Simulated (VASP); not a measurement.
Set up this calculation in VASP 6.6.1, as the native input.

- Task: electric field gradients
- Functional: PBE
- Potentials or basis: VASP PAW PBE potentials, release 64 (Cd, S)
- Cutoff: 520 eV
- k mesh: 2 × 2 × 2
- Occupations: fermi-dirac, width 0.01 eV
- Spin: no spin polarisation
- Dipole correction: no
- Further INCAR settings: ALGO = Normal; EDIFF = 1e-08; NBANDS = 16

The structure of CdS lies in POSCAR:

```
CdS
1.0
    0.0000000000      2.9100000000      2.9100000000
    2.9100000000      0.0000000000      2.9100000000
    2.9100000000      2.9100000000      0.0000000000
Cd S
1 1
Direct
    0.0000000000      0.0000000000      0.0000000000
    0.7500000000      0.7500000000      0.7500000000
```

One way to write it, as run:

INCAR

```
PREC = Accurate ; ENCUT = 520
EDIFF = 1E-8 ; ISMEAR = -1
SIGMA = 0.01 ; LREAL = F
LASPH = T ; NELM = 100
ALGO = Normal ; ISIF = 2
LWAVE = F ; LCHARG = F
GGA = PE ; LEFG = T
NBANDS = 16
```

KPOINTS

```
regular mesh
0
Gamma
  2 2 2
```

Potentials or basis: VASP PAW PBE potentials, release 64 (Cd, S).

Command:

```console
$ cat potpaw_PBE.64/Cd/POTCAR potpaw_PBE.64/S/POTCAR > POTCAR
$ mpirun -np 1 vasp_std > vasp.out
```

Results of the run:

* Pressure: 7.0 GPa
* Band gap on the k mesh: 1.01 eV, direct

Caveat: the k points lie up to 0.93 Å⁻¹ apart; without QUAD_EFG the Cq values of the log hold for a quadrupole moment of 1 mb, not for the nuclei.

It took 3.8 s on 1 thread of AMD EPYC 9R14 (Zen 4), on a shared host, peak memory 0.14 GiB.
